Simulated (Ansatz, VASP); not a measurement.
## BaS in VASP and in Ansatz

```
CELL_PARAMETERS angstrom
0.00000 3.19375 3.09794
3.19375 0.00000 3.09794
3.19375 3.19375 0.00000
ATOMIC_POSITIONS crystal
Ba 0.00000 0.00000 0.00000
S 0.50000 0.50000 0.50000
```

Change from the starting cell: zz strain of -3 %, crystal datasets.

Alike in both runs: task electric field gradients; functional PBEsol; k mesh 8 × 8 × 8; occupations fermi-dirac, width 0.02 eV; no spin polarisation.

```csv
,VASP,Ansatz
version,VASP 6.6.1,Ansatz 0.2.0
potentials or method,"VASP PAW PBE potentials, release 64 (Ba_sv, S), cutoff 520 eV","all-electron PAW with datasets made for the crystal, scalar-relativistic"
```

```csv
,VASP,Ansatz,Ansatz less VASP
gap on the k mesh at the Fermi level (eV),1.83,1.94,+0.113
pressure (GPa),1.0,0.3,-0.70
"traceless stress, the component that is largest in VASP (GPa)",2.09,1.90,-0.190
size of Vzz on the site where it differs most (V/Å²),43.2,40.8,-2.36
```

VASP's potentials were made for PBE, not for PBEsol. Ansatz ran all-electron here, and VASP with PAW potentials.

Neither program's run includes spin-orbit coupling.
